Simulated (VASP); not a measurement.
In4SbAs3:

```
As In Sb
1.0
     4.28975    0.00000    0.00000
     0.00000    4.28975    0.00000
     0.00000    0.00000   12.13325
As In Sb
3 4 1
Direct
  0.00000 0.00000 0.25000
  0.50000 0.50000 0.00000
  0.00000 0.00000 0.75000
  0.00000 0.50000 0.12500
  0.50000 0.00000 0.87500
  0.00000 0.50000 0.62500
  0.50000 0.00000 0.37500
  0.50000 0.50000 0.50000
```

- Program: VASP 6.6.1
- Task: relaxation of cell and atoms
- Functional: PBE
- Potentials or basis: VASP PAW PBE potentials, release 64 (As, In_d, Sb)
- Cutoff: 600 eV
- k mesh: 6 × 6 × 2
- Occupations: fermi-dirac, width 0.02 eV
- Spin: no spin polarisation

At the start: pressure 7.2 GPa; volume 27.91 Å³/atom.

Task: Where does the relaxation end?

Result: Over 11 steps the energy falls by 96.0 meV/atom and the volume is 31.29 Å³/atom (+12.1 %); space group P-4m2 (No. 115, to 0.1 Å) before and after.

Step by step:
```tsv
step	energy change (eV)	largest force (eV/Å)	pressure (GPa)	volume (Å³)
1	0.0000	1.4973	7.23	223.28
2	-0.5789	0.3286	-2.31	266.49
3	-0.6729	0.5930	-0.31	253.10
4	-0.7068	0.3629	-0.15	251.94
5	-0.7356	0.3446	0.19	249.56
6	-0.7530	0.1937	-0.04	250.69
7	-0.7619	0.1729	-0.33	252.25
8	-0.7665	0.0527	0.26	248.91
9	-0.7671	0.0804	0.11	249.78
10	-0.7680	0.0139	0.00	250.38
11	-0.7680	0.0029	-0.02	250.31
```

Final structure:
```
CELL_PARAMETERS angstrom
4.46113 0.00000 0.00000
0.00000 4.46113 0.00000
0.00000 0.00000 12.57713
ATOMIC_POSITIONS crystal
As 0.00000 0.00000 0.24109
As 0.50000 0.50000 0.00000
As 0.00000 0.00000 0.75891
In 0.00000 0.50000 0.12035
In 0.50000 0.00000 0.87965
In 0.00000 0.50000 0.63808
In 0.50000 0.00000 0.36192
Sb 0.50000 0.50000 0.50000
```
